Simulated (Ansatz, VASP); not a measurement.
# BaTe: VASP beside Ansatz

```
CELL_PARAMETERS angstrom
0.00000 3.50790 3.50790
3.50790 0.00000 3.50790
3.50790 3.50790 0.00000
ATOMIC_POSITIONS crystal
Ba 0.00000 0.00000 0.00000
Te 0.50000 0.50000 0.50000
```

Alike in both runs: functional r2SCAN; k mesh 8 × 8 × 8; occupations fermi-dirac, width 0.02 eV; no spin polarisation.

Ansatz relaxed the structure, and its values are those at the end. VASP's run is a single point on that final structure, the one shown.

|  | VASP | Ansatz |
| --- | --- | --- |
| version | VASP 6.6.1 | Ansatz 0.2.0 |
| potentials or method | VASP PAW PBE potentials, release 64 (Ba_sv, Te), cutoff 520 eV | PAW plane waves |
| valence electrons in the cell | 16 | 26 |

Ansatz gave:

- gap on the k mesh at the Fermi level (eV): 1.97
- pressure (GPa): 0.7

Question: What did VASP give for the same quantities?

Answer: gap on the k mesh at the Fermi level (eV): 1.89; pressure (GPa): 1.0.

VASP's potentials were made for PBE, not for r2SCAN. VASP's potentials hold 16 valence electrons a cell and Ansatz's 26, so a difference there can come from the potentials and not from the codes. Ansatz's warnings: stress scf threshold loose.

Spin-orbit coupling is off throughout.
